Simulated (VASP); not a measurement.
Set up this calculation in VASP 6.6.1, as the native input.

```yaml
Task: relaxation of cell and atoms
Functional: LDA
Potentials_or_basis: VASP PAW LDA potentials, release 64 (Li_sv)
Cutoff: 600 eV
k_mesh: 15 × 15 × 8
Occupations: fermi-dirac, width 0.05 eV
Spin: no spin polarisation
Target_pressure: 1.3 GPa
Dipole_correction: no
Further_INCAR_settings: ALGO = Normal; EDIFF = 1e-06; IBRION = 2; EDIFFG = -0.005; NSW = 60; ISIF = 3
```

The structure of Li lies in POSCAR:

```
Li
1.0
    2.9240306122      0.0000000000      0.0000000000
   -1.4620153061      2.5322847916      0.0000000000
    0.0000000000      0.0000000000      4.7369295918
Li
2
Direct
    0.3333333333      0.6666666667      0.2500000000
    0.6666666667      0.3333333333      0.7500000000
```

This isn't the form of Li at room conditions, which is bcc.

One way to write it, as run:

INCAR

```
PREC = Accurate ; ENCUT = 600
EDIFF = 1E-6 ; ISMEAR = -1
SIGMA = 0.05 ; LREAL = False
LASPH = True ; NELM = 100
ALGO = Normal ; ISIF = 3
LWAVE = False ; LCHARG = False
GGA = CA ; IBRION = 2
NSW = 60 ; EDIFFG = -0.005
PSTRESS = 13.0
```

KPOINTS

```
regular mesh
0
Gamma
  15 15 8
```

Potentials or basis: VASP PAW LDA potentials, release 64 (Li_sv).

Command:

```console
$ cat potpaw_LDA.64/Li_sv/POTCAR > POTCAR
$ mpirun -np 1 vasp_std > vasp.out
```

Results of the run:

```
Relaxed volume                                             : 17.41 Å³/atom
Relaxed cell                                               : a = 2.903 Å, b = 2.903 Å, c = 4.772 Å, α = 90.00°, β = 90.00°, γ = 120.00°
Space group after relaxing (to 0.1 Å)                      : P6_3/mmc (No. 194)
Energy change on relaxing (the run minimises the enthalpy) : +0.8 meV/atom
Ionic steps                                                : 7
Pressure after relaxing                                    : 1.3 GPa
Band gap on the k mesh                                     : zero (bands 3 and 4 overlap by 4.86 eV)
```

Caveat: the cutoff is under 1.25 times the usual one of these potentials, so pressure, stress and relaxed cells hold a basis-set (Pulay) error; the cell is relaxed towards a set pressure, so the run minimises the enthalpy, not the energy.

Wall time 66 s on 1 thread of AMD EPYC 9R45 96-Core Processor (Zen 5), with other jobs on the host, peak memory 0.12 GiB.
